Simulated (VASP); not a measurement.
Here is a VASP 6.6.1 calculation.

Contents of INCAR:

```
SYSTEM = CdSe
ALGO = Normal
EDIFF = 1E-6
EDIFFG = -0.003
ENCUT = 520
GGA = PE
IBRION = 2
ISIF = 2
ISMEAR = 0
LASPH = .TRUE.
LCHARG = .FALSE.
LREAL = .FALSE.
LWAVE = .FALSE.
NELM = 60
NSW = 80
PREC = Accurate
SIGMA = 0.05
```

The input KPOINTS:

```
k-points
0
G
  8 8 5
  0 0 0
```

The input POSCAR:

```
CdSe
1.0
    4.2990000000      0.0000000000      0.0000000000
   -2.1495000000      3.7230432100      0.0000000000
    0.0000000000      0.0000000000      7.0100000000
Cd Se
2 2
Direct
    0.3333333333      0.6666666667      0.0000000000
    0.6666666667      0.3333333333      0.5000000000
    0.3333333333      0.6666666667      0.3760000000
    0.6666666667      0.3333333333      0.8760000000
```

Potentials or basis: VASP PAW PBE potentials, release 64 (Cd, Se).

Command:

```console
$ cat potpaw_PBE.64/Cd/POTCAR potpaw_PBE.64/Se/POTCAR > POTCAR
$ mpirun -np 1 vasp_std > vasp.out
```

Q: Estimate the energy gained by relaxing.

A: 0.0 meV/atom.

Q: Predict the band gap on the k mesh.

A: 0.67 eV.

Final structure:
```
Cd Se
1.0
     4.29900    0.00000    0.00000
    -2.14950    3.72304    0.00000
     0.00000    0.00000    7.01000
Cd Se
2 2
Direct
  0.33333 0.66667 0.00010
  0.66667 0.33333 0.50010
  0.33333 0.66667 0.37590
  0.66667 0.33333 0.87590
```
